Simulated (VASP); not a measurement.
Here is a VASP 6.6.1 calculation.

Contents of INCAR:

```
ALGO = Normal ; EDIFF = 1E-6
ENCUT = 520 ; GGA = PE
ISIF = 2 ; ISMEAR = 0
LASPH = T ; LCHARG = F
LREAL = F ; LWAVE = F
NBANDS = 20 ; NELM = 80
PREC = Accurate ; SIGMA = 0.01
```

File KPOINTS:

```
k-points
0
Gamma
  12 12 6
```

File POSCAR:

```
ScAlN2
1.0
    3.3088674968      0.0000000000      0.0000000000
   -1.6544337484      2.8655633099      0.0000000000
    0.0000000000      0.0000000000      5.9258276933
Sc Al N
1 1 2
Direct
    0.3333333333      0.6666666667      0.0000000000
    0.6666666667      0.3333333333      0.5000000000
    0.6666666667      0.3333333333      0.2055832404
    0.6666666667      0.3333333333      0.7944167596
```

Potentials or basis: VASP PAW PBE potentials, release 64 (Sc_sv, Al, N).

Launch:

```sh
$ cat potpaw_PBE.64/Sc_sv/POTCAR potpaw_PBE.64/Al/POTCAR potpaw_PBE.64/N/POTCAR > POTCAR
$ mpirun -np 1 vasp_std > vasp.out
```

(1) Estimate the largest force.

(2) What does it give for the band gap on the k mesh?

(3) What does it give for the pressure?

Answers

(1) 0.024 eV/Å.

(2) 0.06 eV, indirect (least direct gap 0.11 eV).

(3) 0.4 GPa.
